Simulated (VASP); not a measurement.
Input of a VASP 6.6.1 run:

Contents of INCAR:

```
SYSTEM = BN
ALGO     = Normal         ! electronic algorithm
EDIFF    = 1E-8           ! SCF threshold, eV
ENCUT    = 520            ! plane-wave cutoff, eV
GGA      = PS             ! functional
IBRION   = 8              ! ionic algorithm
ISIF     = 2              ! what is computed and relaxed
ISMEAR   = 0              ! smearing method
LASPH    = .TRUE.         ! aspherical terms in the spheres
LCHARG   = .FALSE.        ! write CHGCAR
LEPSILON = .TRUE.         ! dielectric tensor by DFPT
LREAL    = .FALSE.        ! projectors in reciprocal space
LWAVE    = .FALSE.        ! write WAVECAR
NBANDS   = 11             ! bands
NELM     = 80             ! most SCF steps
NSW      = 1              ! ionic steps
PREC     = Accurate       ! precision mode
SIGMA    = 0.01           ! smearing width, eV
```

File KPOINTS:

```
k-points
0
G
  12 12 12
  0 0 0
```

POSCAR

```
BN
1.0
    0.0000000000      1.7937752039      1.7937752039
    1.7937752039      0.0000000000      1.7937752039
    1.7937752039      1.7937752039      0.0000000000
B N
1 1
Direct
    0.0000000000      0.0000000000      0.0000000000
    0.7500000000      0.7500000000      0.7500000000
```

Potentials or basis: VASP PAW PBE potentials, release 64 (B, N).

Command:

```sh
$ cat potpaw_PBE.64/B/POTCAR potpaw_PBE.64/N/POTCAR > POTCAR
$ mpirun -np 1 vasp_std > vasp.out
```

(1) Predict the electronic dielectric tensor (diagonal).

(2) Predict the Born charges (mean of the diagonal).

(3) What does it give for the highest phonon frequency at Γ, LO-TO splitting left out?

## Answers

(1) 4.62.

(2) B +1.89; N -1.89 e.

(3) 1069 cm⁻¹.

Caveat: the cell wasn't relaxed at this level first, which shifts response properties.
